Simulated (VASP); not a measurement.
A run of VASP 6.6.1:

The input POSCAR:

```
LiTaO2
1.0
    3.3852379623      0.0000000000      0.0000000000
   -1.6926189811      2.9317020732      0.0000000000
    0.0000000000      0.0000000000      5.1620595931
Li Ta O
1 1 2
Direct
    0.0000000000      0.0000000000      0.0000000000
    0.0000000000      0.0000000000      0.5000000000
    0.3333333333      0.6666666667      0.0000000000
    0.6666666667      0.3333333333      0.0000000000
```

INCAR.step1

```
SYSTEM = LiTaO2
PREC = Accurate
ENCUT = 520
EDIFF = 1E-7
ISMEAR = 0
SIGMA = 0.1
LREAL = .False.
LASPH = .True.
NELM = 150
ALGO = Normal
ISIF = 2
LWAVE = .False.
LCHARG = .True.
ISPIN = 2
MAGMOM = 0 0.9 0 0
LMAXMIX = 4
GGA = PE
NBANDS = 25
KPAR = 4
```

KPOINTS.step1

```
Automatic mesh
0
Gamma
  18 18 10
  0 0 0
```

INCAR.step2

```
SYSTEM = LiTaO2
PREC = Accurate
ENCUT = 520
EDIFF = 1E-7
ISMEAR = -5
SIGMA = 0.1
LREAL = .False.
LASPH = .True.
NELM = 150
ALGO = Normal
ISIF = 2
LWAVE = .False.
LCHARG = .False.
ISPIN = 2
MAGMOM = 0 0.9 0 0
LORBIT = 10
LMAXMIX = 4
GGA = PE
NEDOS = 2001
ICHARG = 11
KPAR = 4
```

Contents of KPOINTS.step2:

```
Automatic mesh
0
Gamma
  27 27 15
  0 0 0
```

Potentials or basis: VASP PAW PBE potentials, release 64 (Li_sv, Ta_pv, O).

Command:

```console
$ cat potpaw_PBE.64/Li_sv/POTCAR potpaw_PBE.64/Ta_pv/POTCAR potpaw_PBE.64/O/POTCAR > POTCAR
$ cp INCAR.step1 INCAR
$ cp KPOINTS.step1 KPOINTS
$ mpirun -np 4 vasp_std > vasp.out
$ cp INCAR.step2 INCAR
$ cp KPOINTS.step2 KPOINTS
$ mpirun -np 4 vasp_std > vasp.out
```

Hardware: 4 MPI ranks on Oxide Virtual Turin-like Processor, on a shared host.

Q: How long does it take, and how much memory?

A: It took 13 min on 4 MPI ranks on Oxide Virtual Turin-like Processor, on a shared host, peak memory 0.86 GiB a rank. Counts: k points 600.
